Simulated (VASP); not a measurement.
Here is a VASP 6.6.1 calculation.

POSCAR

```
TlBr
1.0
    3.9700005710      0.0000000000      0.0000000000
    0.0000000000      3.9700005710      0.0000000000
    0.0000000000      0.0000000000      3.9700005710
Tl Br
1 1
Direct
    0.0000000000      0.0000000000      0.0000000000
    0.5000000000      0.5000000000      0.5000000000
```

File INCAR.step1:

```
SYSTEM = TlBr
PREC     = Accurate       ! precision mode
ENCUT    = 550            ! plane-wave cutoff, eV
ISMEAR   = 0              ! smearing method
SIGMA    = 0.05           ! smearing width, eV
LREAL    = .False.        ! projectors in reciprocal space
LASPH    = .True.         ! aspherical terms in the spheres
NELM     = 200            ! most SCF steps
MAGMOM   = 0 0 0 0 0 0    ! initial moments
LSORBIT  = .True.         ! spin-orbit coupling
GGA_COMPAT= .False.      
NBANDS   = 32             ! bands
GGA      = PE             ! functional
ALGO     = Normal         ! electronic algorithm
EDIFF    = 1E-5           ! SCF threshold, eV
LWAVE    = .True.         ! write WAVECAR
LCHARG   = .False.        ! write CHGCAR
```

INCAR.step2

```
SYSTEM = TlBr
PREC     = Accurate       ! precision mode
ENCUT    = 550            ! plane-wave cutoff, eV
EDIFF    = 1E-6           ! SCF threshold, eV
ISMEAR   = 0              ! smearing method
SIGMA    = 0.05           ! smearing width, eV
LREAL    = .False.        ! projectors in reciprocal space
LASPH    = .True.         ! aspherical terms in the spheres
NELM     = 200            ! most SCF steps
ALGO     = Normal         ! electronic algorithm
ISIF     = 2              ! what is computed and relaxed
LWAVE    = .False.        ! write WAVECAR
LCHARG   = .False.        ! write CHGCAR
MAGMOM   = 0 0 0 0 0 0    ! initial moments
LORBIT   = 11             ! projections on sites
LSORBIT  = .True.         ! spin-orbit coupling
GGA_COMPAT= .False.      
LORBMOM  = .True.       
METAGGA  = R2SCAN         ! meta-GGA
LMIXTAU  = .True.       
NBANDS   = 32             ! bands
ISTART   = 1
```

KPOINTS

```
regular mesh
0
Gamma
  6 6 6
  0 0 0
```

Potentials or basis: VASP PAW PBE potentials, release 64 (Tl_d, Br).

Run with:

```sh
$ cat potpaw_PBE.64/Tl_d/POTCAR potpaw_PBE.64/Br/POTCAR > POTCAR
$ cp INCAR.step1 INCAR
$ mpirun -np 1 vasp_ncl > vasp.out
$ cp INCAR.step2 INCAR
$ mpirun -np 1 vasp_ncl > vasp.out
```

Q: Estimate the pressure.

A: 0.4 GPa.

Q: What does it give for the net moment?

A: 0.00 μB per cell.

Moments on the atoms (μB; x, y, z):
```
Tl  0.00 0.00 0.00
Br  0.00 0.00 0.00
```

Caveat: the PAW data sets were made with another functional, which shifts forces and pressure a little.
